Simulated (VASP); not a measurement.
Crystal: Al.

```
Al
1.0
     0.00000    2.02481    2.02481
     2.02481    0.00000    2.02481
     2.02481    2.02481    0.00000
Al
1
Direct
  0.00000 0.00000 0.00000
```

```yaml
Program: VASP 6.6.1
Task: relaxation of cell and atoms
Functional: PBEsol
Potentials_or_basis: VASP PAW PBE potentials, release 64 (Al)
Cutoff: 500 eV
k_mesh: 17 × 17 × 17
Occupations: methfessel-paxton, width 0.1 eV
Spin: no spin polarisation
```

At the start: pressure -2.0 GPa; volume 16.60 Å³/atom.

Problem. How do energy, volume and symmetry change on relaxing?

Solution. Over 3 steps the energy falls by 2.7 meV/atom and the volume is 16.18 Å³/atom (-2.5 %); space group Fm-3m (No. 225, to 0.1 Å) before and after.

Step by step:
| step | energy change (eV) | largest force (eV/Å) | pressure (GPa) | volume (Å³) |
| --- | --- | --- | --- | --- |
| 1 | 0.0000 | 0.0000 | -1.98 | 16.60 |
| 2 | -0.0026 | 0.0000 | 0.35 | 16.11 |
| 3 | -0.0027 | 0.0000 | 0.00 | 16.18 |

Final structure:
```xyz
1
Lattice="0.0000 2.0075 2.0075 2.0075 0.0000 2.0075 2.0075 2.0075 0.0000" Properties=species:S:1:pos:R:3 pbc="T T T"
Al    0.0000    0.0000    0.0000
```

Caveat: the PAW data sets were made with another functional, which shifts forces and pressure a little.
